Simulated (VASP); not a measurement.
A run of VASP 6.6.1:

INCAR

```
SYSTEM = CuI
  AGGAC = 1.0
  AGGAX = 1.0
  ALDAC = 0.0
  ALDAX = 1.0
  ALGO = Normal
  EDIFF = 1E-7
  ENCUT = 520
  GGA = B5
  ISIF = 2
  ISMEAR = 0
  LASPH = .True.
  LCHARG = .False.
  LREAL = .False.
  LWAVE = .False.
  NBANDS = 26
  NELM = 100
  PREC = Accurate
  SIGMA = 0.01
```

File KPOINTS:

```
k-points
0
Gamma
  4 4 4
  0 0 0
```

POSCAR

```
CuI
1.0
    4.0229000000      0.0000000000      0.0000000000
    0.0000000000      4.0229000000      0.0000000000
    0.0000000000      0.0000000000      5.6506000000
Cu I
2 2
Direct
    0.0000000000      0.0000000000      0.0000000000
    0.5000000000      0.5000000000      0.0000000000
    0.0000000000      0.5000000000      0.2913000000
    0.5000000000      0.0000000000      0.7087000000
```

Potentials or basis: VASP PAW PBE potentials, release 64 (Cu, I).

Run with:

```bash
$ cat potpaw_PBE.64/Cu/POTCAR potpaw_PBE.64/I/POTCAR > POTCAR
$ mpirun -np 1 vasp_std > vasp.out
```

Hardware: 1 thread of Intel Xeon 8259CL (shared host).

Q: Estimate the wall time of this run.

A: Run time: 2.2 min on 1 thread of Intel Xeon 8259CL (shared host), peak memory 0.2 GiB. Counts: scf iterations 17, k points 18.
